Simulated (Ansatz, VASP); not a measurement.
VO2: VASP beside Ansatz

```xyz
6
Lattice="4.5371 0.0000 0.0000 0.0000 4.5371 0.0000 0.0000 0.0000 3.0646" Properties=species:S:1:pos:R:3 pbc="T T T"
V     2.2685    2.2685    1.5323
V     0.0000    0.0000    0.0000
O     0.9090    3.6280    1.5323
O     3.6280    0.9090    1.5323
O     3.1776    3.1776    0.0000
O     1.3595    1.3595    0.0000
```

Alike in both runs: task single point; functional PBEsol; k mesh 6 × 6 × 9; occupations fermi-dirac, width 0.05 eV; collinear spin.

|  | VASP | Ansatz |
| --- | --- | --- |
| version | VASP 6.6.1 | Ansatz 0.2.0 |
| potentials or method | VASP PAW PBE potentials, release 64 (V_sv, O) | Ansatz PAW |
| plane-wave cutoff (eV) | 600 | 420 |
| valence electrons in the cell | 50 | 50 |

|  | VASP | Ansatz | Ansatz less VASP |
| --- | --- | --- | --- |
| gap on the k mesh at the Fermi level (eV) | none | none | - |
| pressure (GPa) | -19.7 | -20.0 | -0.24 |
| traceless stress, the component that is largest in VASP (GPa) | -12.34 | -12.48 | -0.142 |
| rms of the force components (eV/Å) | 0.136 | 0.135 | -0.0008 |
| net moment per atom (μB) | 0.33 | 0.33 | 0.000 |
| size of the moment on the site where the two differ most (μB) | 1.08 | 0.86 | -0.223 |

VASP's potentials were made for PBE, not for PBEsol. Site moments also hang on the region over which each program counts them. Atom by atom the forces differ by 0.001 eV/Å (rms over components). A gap of «none» marks a metal or a gap that the smearing closes.
